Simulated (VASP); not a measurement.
## P: relaxation of cell and atoms with RPBE

The system is P.

```
P
1.0
     0.00000    2.73910    2.73910
     2.73910    0.00000    2.73910
     2.73910    2.73910    0.00000
P
2
Direct
  0.12500 0.12500 0.12500
  0.87500 0.87500 0.87500
```

| Item | Value |
| --- | --- |
| Program | VASP 6.6.1 |
| Task | relaxation of cell and atoms |
| Functional | RPBE |
| Potentials or basis | VASP PAW PBE potentials, release 64 (P) |
| Cutoff | 600 eV |
| k mesh | 10 × 10 × 10 |
| Occupations | fermi-dirac, width 0.1 eV |
| Spin | no spin polarisation |
| Dipole correction | no |
| Further INCAR settings | ALGO = Normal; EDIFF = 1e-06; IBRION = 2; EDIFFG = -0.01; NSW = 80; ISIF = 3 |

```yaml
Relaxed_volume: 21.12 Å³/atom
Relaxed_cell: a = 3.909 Å, b = 3.909 Å, c = 3.909 Å, α = 60.00°, β = 60.00°, γ = 60.00°
Space_group_after_relaxing_to_0.05_Å: Fd-3m (No. 227)
Energy_gained_by_relaxing: 1.9 meV/atom
Ionic_steps: 3
Pressure_after_relaxing: 0.0 GPa
Band_gap_on_the_k_mesh: zero (band 5 reaches 6.70 eV, above the bottom of band 6 at 4.68 eV)
```

The path:
| step | energy change (eV) | largest force (eV/Å) | pressure (GPa) | volume (Å³) |
| --- | --- | --- | --- | --- |
| 1 | 0.0000 | 0.0000 | 1.11 | 41.10 |
| 2 | -0.0036 | 0.0000 | 0.27 | 41.95 |
| 3 | -0.0039 | 0.0000 | -0.01 | 42.25 |

Final structure:
```
CELL_PARAMETERS angstrom
0.00000 2.76436 2.76436
2.76436 0.00000 2.76436
2.76436 2.76436 0.00000
ATOMIC_POSITIONS crystal
P 0.12500 0.12500 0.12500
P 0.87500 0.87500 0.87500
```

Levels at points of the mesh, in eV from the Fermi level:
```csv
k point,band 2,band 3,band 4,band 5,band 6,band 7,band 8,band 9
"(0.00, 0.00, 0.00)",-3.56,-2.94,-2.94,-2.94,0.16,0.16,0.16,6.17
"(0.50, 0.00, 0.00)",-9.73,-3.95,-3.95,-2.32,1.41,1.41,5.66,8.25
"(0.50, 0.50, 0.00)",-11.26,-5.18,-5.18,-1.00,-1.00,5.65,5.65,8.49
```

Wall time 54 s on 1 thread of Intel Xeon 6975P-C, on a shared host, peak memory 0.18 GiB.

Caveat: the PAW data sets were made with another functional, which shifts forces and pressure a little.
